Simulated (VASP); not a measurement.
Wanted: the native input for a VASP 6.6.1 run.

| Item | Value |
| --- | --- |
| Task | single point |
| Functional | PBE-based screened hybrid with 30 % exact exchange |
| Potentials or basis | VASP PAW PBE potentials, release 64 (Pb_d, S) |
| Cutoff | 520 eV |
| k mesh | 4 × 4 × 4 |
| Occupations | gaussian, width 0.01 eV |
| Spin | no spin polarisation |
| Dipole correction | no |
| Grid for exact exchange (PRECFOCK) | Normal |
| Share of exact exchange | 0.3 |
| Further INCAR settings | ALGO = Normal; EDIFF = 1e-07; NBANDS = 17 |
| Screening parameter | 0.3 1/Å |

Crystal: PbS.

```
Pb S
1.0
     0.00000    3.30098    3.30098
     3.30098    0.00000    3.30098
     3.30098    3.30098    0.00000
Pb S
1 1
Direct
  0.00000 0.00000 0.00000
  0.25000 0.25000 0.25000
```

The input as run:

POSCAR

```
PbS
1.0
    0.0000000000      3.3009774971      3.3009774971
    3.3009774971      0.0000000000      3.3009774971
    3.3009774971      3.3009774971      0.0000000000
Pb S
1 1
Direct
    0.0000000000      0.0000000000      0.0000000000
    0.2500000000      0.2500000000      0.2500000000
```

INCAR.step1

```
PREC     = Accurate       # precision mode
ENCUT    = 520            # plane-wave cutoff, eV
EDIFF    = 1E-5           # SCF threshold, eV
ISMEAR   = 0              # smearing method
SIGMA    = 0.01           # smearing width, eV
LREAL    = False          # projectors in reciprocal space
LASPH    = True           # aspherical terms in the spheres
NELM     = 80             # most SCF steps
ALGO     = Normal         # electronic algorithm
ISIF     = 2              # what is computed and relaxed
LWAVE    = True           # write WAVECAR
LCHARG   = False          # write CHGCAR
GGA      = PE             # functional
NBANDS   = 17             # bands
```

INCAR.step2

```
PREC     = Accurate       # precision mode
ENCUT    = 520            # plane-wave cutoff, eV
EDIFF    = 1E-7           # SCF threshold, eV
ISMEAR   = 0              # smearing method
SIGMA    = 0.01           # smearing width, eV
LREAL    = False          # projectors in reciprocal space
LASPH    = True           # aspherical terms in the spheres
NELM     = 80             # most SCF steps
ALGO     = Normal         # electronic algorithm
ISIF     = 2              # what is computed and relaxed
LWAVE    = False          # write WAVECAR
LCHARG   = False          # write CHGCAR
GGA      = PE             # functional
LHFCALC  = True           # exact exchange
AEXX     = 0.3            # exact-exchange fraction
HFSCREEN = 0.3            # screening, 1/A
PRECFOCK = Normal       
ISTART   = 1            
NBANDS   = 17             # bands
```

KPOINTS

```
Automatic mesh
0
Gamma
  4 4 4
```

Potentials or basis: VASP PAW PBE potentials, release 64 (Pb_d, S).

Command:

```console
$ cat potpaw_PBE.64/Pb_d/POTCAR potpaw_PBE.64/S/POTCAR > POTCAR
$ cp INCAR.step1 INCAR
$ mpirun -np 1 vasp_std > vasp.out
$ cp INCAR.step2 INCAR
$ mpirun -np 1 vasp_std > vasp.out
```

It gave:

- Pressure: 0.0 GPa
- Band gap on the k mesh: 1.22 eV (least direct gap 1.73 eV)

Caveat: the PAW data sets were made with another functional, which shifts forces and pressure a little; spin-orbit coupling is left out, which moves the levels of the heavy elements.

Wall time 35 min on 1 thread of Intel Xeon 8259CL (shared host), peak memory 0.32 GiB.
